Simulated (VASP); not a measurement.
Wanted: the native input for a VASP 6.6.1 run.

- Task: single point
- Functional: PBE
- Potentials or basis: VASP PAW PBE potentials, release 64 (Cd, S)
- Cutoff: 520 eV
- k mesh: 7 × 7 × 4
- Occupations: fermi-dirac, width 0.01 eV
- Spin: no spin polarisation
- Dipole correction: no
- Further INCAR settings: ALGO = Normal; EDIFF = 1e-06; NBANDS = 26

The structure of CdS lies in POSCAR:

```
CdS
1.0
    4.1347992034      0.0413479920      0.0413479920
   -2.0315911902      3.5601671537      0.0151344155
    0.0674900000      0.0674900000      6.7490000000
Cd S
2 2
Direct
    0.3333333333      0.6666666667      0.0000000000
    0.6666666667      0.3333333333      0.5000000000
    0.3333333333      0.6666666667      0.3850000000
    0.6666666667      0.3333333333      0.8850000000
```

This cell differs from its parent crystal: equal xy, yz and zx shear strains of +2 %.

The input as run:

INCAR

```
SYSTEM = CdS
PREC = Accurate ; ENCUT = 520
EDIFF = 1E-6 ; ISMEAR = -1
SIGMA = 0.01 ; LREAL = .False.
LASPH = .True. ; NELM = 100
ALGO = Normal ; ISIF = 2
LWAVE = .False. ; LCHARG = .False.
GGA = PE ; NBANDS = 26
```

KPOINTS

```
Automatic mesh
0
Gamma
  7 7 4
  0 0 0
```

Potentials or basis: VASP PAW PBE potentials, release 64 (Cd, S).

Launch:

```bash
$ cat potpaw_PBE.64/Cd/POTCAR potpaw_PBE.64/S/POTCAR > POTCAR
$ mpirun -np 1 vasp_std > vasp.out
```

It gave:

```yaml
Pressure: 2.9 GPa
Largest_force: 0.371 eV/Å
Band_gap_on_the_k_mesh: 1.20 eV, direct
```

Caveat: the cell differs from its parent crystal (equal xy, yz and zx shear strains of +2 %).

Run time: 86 s on 1 thread of Intel(R) Xeon(R) 6975P-C (Granite Rapids), with other jobs on the host, peak memory 0.34 GiB.
